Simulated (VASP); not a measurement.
# Ni (Fm-3m) in VASP: single point with PBE

Aim: the single point of Ni with PBE.

Program: VASP 6.6.1. These are calculated values, not measurements. Logs are shortened: lines on timing, memory, paths and dates and some standing lists are left out, and cuts for length are marked.

### Step 1. The cell of the first run

Symmetry: Fm-3m, No. 225, cubic system. Conventional cell: a = 3.517 Å, b = 3.517 Å, c = 3.517 Å, α = 90.00°, β = 90.00°, γ = 90.00°. Ni (site symmetry m-3m) has 12 Ni at 2.49 Å within 3.3 Å.

### Step 2. Single point, PBE, collinear spin, ferromagnetic start

Input file INCAR:

```
SYSTEM = Ni
PREC = Accurate ; ENCUT = 520
EDIFF = 1E-6 ; ISMEAR = 0
SIGMA = 0.1 ; LREAL = .False.
LASPH = .True. ; NELM = 150
ALGO = Normal ; ISIF = 2
LWAVE = .False. ; LCHARG = .False.
ISPIN = 2 ; MAGMOM = 2
LORBIT = 11 ; LMAXMIX = 4
GGA = PE ; NBANDS = 15
```

Input file KPOINTS:

```
regular mesh
0
Gamma
  12 12 12
  0 0 0
```

Input file POSCAR:

```
Ni
1.0
    0.0000000000      1.7585000000      1.7585000000
    1.7585000000      0.0000000000      1.7585000000
    1.7585000000      1.7585000000      0.0000000000
Ni
1
Direct
    0.0000000000      0.0000000000      0.0000000000
```

Potentials or basis: VASP PAW PBE potentials, release 64 (Ni).

The run is started by

```sh
cat potpaw_PBE.64/Ni/POTCAR > POTCAR
mpirun -np 1 vasp_std > vasp.out
```

OUTCAR:

```text
SYSTEM = Ni
   PREC = Accurate
   ENCUT = 520
   EDIFF = 1E-6
   ISMEAR = 0
   LREAL = .False.
   LASPH = .True.
   NELM = 150
   ISIF = 2
   ISPIN = 2
   LORBIT = 11
   GGA = PE

 ion  position               nearest neighbor table
   1  0.000  0.000  0.000-

  LATTYP: Found a face centered cubic cell.
 ALAT       =     3.5170000000

  Lattice vectors:

 A1 = (   0.0000000000,   1.7585000000,   1.7585000000)
 A2 = (   1.7585000000,   0.0000000000,   1.7585000000)
 A3 = (   1.7585000000,   1.7585000000,   0.0000000000)

Analysis of symmetry for initial positions (statically):
=====================================================================
 Subroutine PRICEL returns:
 Original cell was already a primitive cell.

 Routine SETGRP: Setting up the symmetry group for a
 face centered cubic supercell.

 Subroutine GETGRP returns: Found 48 space group operations
 (whereof 48 operations were pure point group operations)
 out of a pool of 48 trial point group operations.

The static configuration has the point symmetry O_h .

Analysis of symmetry for dynamics (positions and initial velocities):
=====================================================================
 Subroutine PRICEL returns:
 Original cell was already a primitive cell.

 Routine SETGRP: Setting up the symmetry group for a
 face centered cubic supercell.

 Subroutine GETGRP returns: Found 48 space group operations
 (whereof 48 operations were pure point group operations)
 out of a pool of 48 trial point group operations.

The dynamic configuration has the point symmetry O_h .

Analysis of structural, dynamic, and magnetic symmetry:
=====================================================================
 Subroutine PRICEL returns:
 Original cell was already a primitive cell.

 Routine SETGRP: Setting up the symmetry group for a
 face centered cubic supercell.

 Subroutine GETGRP returns: Found 48 space group operations
 (whereof 48 operations were pure point group operations)
 out of a pool of 48 trial point group operations.

The overall configuration has the point symmetry O_h .

 Subroutine INISYM returns: Found 48 space group operations
 (whereof 48 operations are pure point group operations),
 and found     1 'primitive' translations

----------------------------------------------------------------------------------------

                                     Primitive cell

  volume of cell :      10.8757

  direct lattice vectors                    reciprocal lattice vectors
     0.000000000  1.758500000  1.758500000    -0.284333239  0.284333239  0.284333239
     1.758500000  0.000000000  1.758500000     0.284333239 -0.284333239  0.284333239
     1.758500000  1.758500000  0.000000000     0.284333239  0.284333239 -0.284333239

  length of vectors
     2.486894549  2.486894549  2.486894549     0.492479615  0.492479615  0.492479615

[... 123 lines left out ...]

  energy without entropy =       -5.46501804  energy(sigma->0) =       -5.46933318

 E-fermi :   9.3797     XC(G=0): -13.2592

 val. band max:        9.3712273574   @ k =  -0.1667   0.1667   0.0000
 cond. band min:       9.4012963649   @ k =   0.5000   0.1667   0.0833
 fundamental gap:      0.0300690076
 Fermi energy:         9.3797301578

 spin component 1

 k-point     1 :       0.0000    0.0000    0.0000
  band No.  band energies     occupation
      1       0.3681      1.00000
      2       6.9038      1.00000
      3       6.9038      1.00000
      4       6.9038      1.00000
      5       8.0867      1.00000
      6       8.0867      1.00000
      7      33.1143      0.00000
      8      36.9706      0.00000
      9      36.9706      0.00000
     10      36.9706      0.00000
     11      39.9029      0.00000
     12      39.9029      0.00000
     13      39.9029      0.00000
     14      42.8791      0.00000
[... 403 lines left out ...]
      4       7.3028      1.00000
      5       8.5975      1.00000
      6      11.5484      0.00000
      7      15.5207      0.00000
      8      26.1212      0.00000
      9      30.8976      0.00000
     10      32.1161      0.00000
     11      41.2855      0.00000
     12      41.7784      0.00000
     13      48.7362      0.00000
     14      51.4036      0.00000
     15      52.6712      0.00000

 [... further k-points ...]

 spin component 2

 k-point     1 :       0.0000    0.0000    0.0000
  band No.  band energies     occupation
      1       0.3348      1.00000
      2       7.7186      1.00000
      3       7.7186      1.00000
      4       7.7186      1.00000
      5       8.7229      1.00000
      6       8.7229      1.00000
      7      32.9414      0.00000
      8      36.9558      0.00000
      9      36.9558      0.00000
     10      36.9558      0.00000
     11      40.0150      0.00000
     12      40.0150      0.00000
     13      40.0150      0.00000
     14      42.7558      0.00000
[... 403 lines left out ...]
      4       7.9696      1.00000
      5       9.4276      0.24927
      6      11.8898      0.00000
      7      15.9037      0.00000
      8      26.2020      0.00000
      9      30.9808      0.00000
     10      32.1202      0.00000
     11      41.3318      0.00000
     12      41.7543      0.00000
     13      48.8430      0.00000
     14      51.5582      0.00000
     15      52.7631      0.00000

 [... further k-points ...]

------------------------ aborting loop because EDIFF is reached ----------------------------------------

  FORCE on cell =-STRESS in cart. coord.  units (eV):
  Direction    XX          YY          ZZ          XY          YZ          ZX
  --------------------------------------------------------------------------------------
  -------------------------------------------------------------------------------------
  Total        0.0399990      0.0399990      0.0399990      0.0000000      0.0000000      0.0000000
  in kB        5.8925460      5.8925460      5.8925460      0.0000000      0.0000000      0.0000000
  external PRESSURE =       5.8925460 kB  Pullay stress =       0.0000000 kB

 VOLUME and BASIS-vectors are now :
 -----------------------------------------------------------------------------
  energy-cutoff  :      520.00
  volume of cell :       10.88
      direct lattice vectors                 reciprocal lattice vectors
     0.000000000  1.758500000  1.758500000    -0.284333239  0.284333239  0.284333239
     1.758500000  0.000000000  1.758500000     0.284333239 -0.284333239  0.284333239
     1.758500000  1.758500000  0.000000000     0.284333239  0.284333239 -0.284333239

 POSITION                                       TOTAL-FORCE (eV/Angst)
 -----------------------------------------------------------------------------------
      0.00000      0.00000      0.00000         0.000000     -0.000000     -0.000000
 -----------------------------------------------------------------------------------
    total drift:                               -0.000000     -0.000000      0.000000

  FREE ENERGIE OF THE ION-ELECTRON SYSTEM (eV)
  ---------------------------------------------------
  free  energy   TOTEN  =        -5.4736483118 eV

  energy  without entropy=       -5.4650180432  energy(sigma->0) =       -5.46933318

 total charge

# of ion       s       p       d       tot
------------------------------------------
    1        0.500   0.500   8.310   9.310

 magnetization (x)

# of ion       s       p       d       tot
------------------------------------------
    1       -0.006  -0.026   0.724   0.692
```

OSZICAR:

```text
N       E                     dE             d eps       ncg     rms          rms(c)
DAV:   1     0.330541329378E+02    0.33054E+02   -0.44682E+03  4635   0.916E+02
DAV:   2    -0.488783383793E+01   -0.37942E+02   -0.35097E+02  4873   0.161E+02
DAV:   3    -0.631211109279E+01   -0.14243E+01   -0.14065E+01  5342   0.306E+01
DAV:   4    -0.632070372672E+01   -0.85926E-02   -0.85913E-02  5288   0.227E+00
DAV:   5    -0.632080866693E+01   -0.10494E-03   -0.10494E-03  5355   0.224E-01    0.111E+01
DAV:   6    -0.583610115569E+01    0.48471E+00   -0.12985E+01  6245   0.413E+01    0.611E+00
DAV:   7    -0.548887280332E+01    0.34723E+00   -0.24522E+00  5757   0.156E+01    0.182E+00
DAV:   8    -0.547792484684E+01    0.10948E-01   -0.18266E-02  5165   0.830E-01    0.996E-01
DAV:   9    -0.547447368809E+01    0.34512E-02   -0.25367E-03  6669   0.315E-01    0.362E-01
DAV:  10    -0.547365221660E+01    0.82147E-03   -0.12747E-03  6586   0.223E-01    0.340E-02
DAV:  11    -0.547364766033E+01    0.45563E-05   -0.22190E-05  5785   0.355E-02    0.228E-02
DAV:  12    -0.547364880955E+01   -0.11492E-05   -0.51695E-06  5308   0.118E-02    0.765E-03
DAV:  13    -0.547364831177E+01    0.49777E-06   -0.19366E-07  3638   0.468E-03
   1 F= -.54736483E+01 E0= -.54693332E+01  d E =-.863027E-02  mag=     0.6798
```

Run time: 16 s. Hardware: 1 thread of Intel Xeon Platinum 8559C (Emerald Rapids), shared host; peak memory 0.13 GiB.

What came out:

```yaml
Free_energy: -5.4736 eV
Pressure: 0.6 GPa
Net_moment: 0.68 μB per cell
Site_moments: Ni +0.69 μB
Valence_electrons_inside_the_program's_atomic_spheres: Ni 9.31
```
